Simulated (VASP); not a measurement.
Wanted: the native input for a VASP 6.6.1 run.

```yaml
Task: relaxation of cell and atoms
Functional: revPBE
Dispersion: D4
Potentials_or_basis: VASP PAW PBE potentials, release 64 (Mn_pv, S)
Cutoff: 500 eV
k_mesh: 9 × 9 × 9
Occupations: fermi-dirac, width 0.05 eV
Spin: collinear spin, ferromagnetic start
Starting_moments: "[4.0, 0.0] μB"
Dipole_correction: no
Further_INCAR_settings: ALGO = Normal; EDIFF = 1e-07; IBRION = 2; EDIFFG = -0.005; NSW = 80; ISIF = 3
```

The structure of MnS lies in POSCAR:

```
MnS
1.0
    0.0000000000      2.4734634191      2.4734634191
    2.4734634191      0.0000000000      2.4734634191
    2.4734634191      2.4734634191      0.0000000000
Mn S
1 1
Direct
    0.0000000000      0.0000000000      0.0000000000
    0.7500000000      0.7500000000      0.7500000000
```

The input as run:

INCAR

```
SYSTEM = MnS
PREC = Accurate
ENCUT = 500
EDIFF = 1E-7
ISMEAR = -1
SIGMA = 0.05
LREAL = .False.
LASPH = .True.
NELM = 200
ALGO = Normal
ISIF = 3
LWAVE = .False.
LCHARG = .False.
ISPIN = 2
MAGMOM = 4 0
LORBIT = 11
LMAXMIX = 4
GGA = RE
IVDW = 13
IBRION = 2
NSW = 80
EDIFFG = -0.005
GGA_COMPAT = .False.
NELMIN = 4
```

KPOINTS

```
regular mesh
0
Gamma
  9 9 9
  0 0 0
```

Potentials or basis: VASP PAW PBE potentials, release 64 (Mn_pv, S).

The run is started by

```bash
$ cat potpaw_PBE.64/Mn_pv/POTCAR potpaw_PBE.64/S/POTCAR > POTCAR
$ mpirun -np 1 vasp_std > vasp.out
```

Results of the run:

| Quantity | Value |
| --- | --- |
| Relaxed volume | 14.65 Å³/atom |
| Relaxed cell | a = 3.461 Å, b = 3.461 Å, c = 3.461 Å, α = 60.00°, β = 60.00°, γ = 60.00° |
| Space group after relaxing (to 0.05 Å) | F-43m (No. 216) |
| Energy gained by relaxing | 7.1 meV/atom |
| Ionic steps | 3 |
| Pressure after relaxing | 0.0 GPa |
| Net moment | 0.18 μB per cell |
| Site moments | Mn +0.18; S -0.00 μB |
| Valence electrons inside the program's atomic spheres | Mn 12.09; S 3.77 |
| Dispersion energy per atom | -0.893 eV |

Caveat: the PAW data sets were made with another functional, which shifts forces and pressure a little; the moment fell far below its start of 4 μB, so a state of higher moment may lie lower in energy; pairwise dispersion overbinds metals, which lowers pressure and volume.

Wall time 69 s on 1 thread of Intel(R) Xeon(R) 6975P-C (Granite Rapids) (shared host), peak memory 0.19 GiB.
